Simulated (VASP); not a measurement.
Zr, 2 atoms in the cell. It takes space group P6_3/mmc (No. 194, hexagonal). Conventional cell: a = 3.141 Å, b = 3.141 Å, c = 5.049 Å, α = 90.00°, β = 90.00°, γ = 120.00°. Within 4.1 Å of Zr (site symmetry -6m2) lie 12 Zr at 3.11 to 3.14 Å. 

```yaml
Program: VASP 6.6.1
Task: single point
Functional: PBEsol
Potentials_or_basis: VASP PAW PBE potentials, release 64 (Zr_sv)
Cutoff: 520 eV
k_mesh: 19 × 19 × 10
Occupations: fermi-dirac, width 0.1 eV
Spin: no spin polarisation
Dipole_correction: no
Further_INCAR_settings: ALGO = Normal; EDIFF = 1e-06; NBANDS = 19
```

Potentials or basis: VASP PAW PBE potentials, release 64 (Zr_sv).

Run with:

```bash
$ cat potpaw_PBE.64/Zr_sv/POTCAR > POTCAR
$ mpirun -np 1 vasp_std > vasp.out
```

Hardware: 1 thread of Intel(R) Xeon(R) Platinum 8259CL CPU @ 2.50GHz (Skylake/Cascade Lake) (shared host).

**Question.** How long does it take, and how much memory?

**Answer.** It took 2.7 min on 1 thread of Intel(R) Xeon(R) Platinum 8259CL CPU @ 2.50GHz (Skylake/Cascade Lake), on a shared host, peak memory 0.27 GiB. Counts: scf iterations 12, k points 240.
